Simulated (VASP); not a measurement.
Set up this calculation in VASP 6.6.1, as the native input.

```
Task                   : single point
Functional             : LDA
Potentials or basis    : VASP PAW LDA potentials, release 64 (Ta_pv)
Cutoff                 : 520 eV
k mesh                 : 22 × 22 × 22
Occupations            : methfessel-paxton, width 0.02 eV
Spin                   : no spin polarisation
Dipole correction      : no
Further INCAR settings : ALGO = Normal; EDIFF = 1e-06; NBANDS = 12
```

The structure of Ta lies in POSCAR:

```
Ta
1.0
   -1.6512800000      1.6512800000      1.6512800000
    1.6512800000     -1.6512800000      1.6512800000
    1.6512800000      1.6512800000     -1.6512800000
Ta
1
Direct
    0.0000000000      0.0000000000      0.0000000000
```

The input as run:

INCAR

```
  PREC = Accurate
  ENCUT = 520
  EDIFF = 1E-6
  ISMEAR = 1
  SIGMA = 0.02
  LREAL = F
  LASPH = T
  NELM = 60
  ALGO = Normal
  ISIF = 2
  LWAVE = F
  LCHARG = F
  NBANDS = 12
```

KPOINTS

```
Automatic mesh
0
Gamma
  22 22 22
```

Potentials or basis: VASP PAW LDA potentials, release 64 (Ta_pv).

Launch:

```sh
$ cat potpaw_LDA.64/Ta_pv/POTCAR > POTCAR
$ mpirun -np 1 vasp_std > vasp.out
```

Results of the run:

```json
{
 "Pressure": "-8.4 GPa",
 "Band gap on the k mesh": "zero (an odd number of electrons rules out a gap without spin polarisation)"
}
```

Caveat: the cell stands under tension; spin-orbit coupling is left out, which moves the levels of the heavy elements.

Wall time 16 s on 1 thread of Intel(R) Xeon(R) 6975P-C (Granite Rapids), with other jobs on the host, peak memory 0.18 GiB.
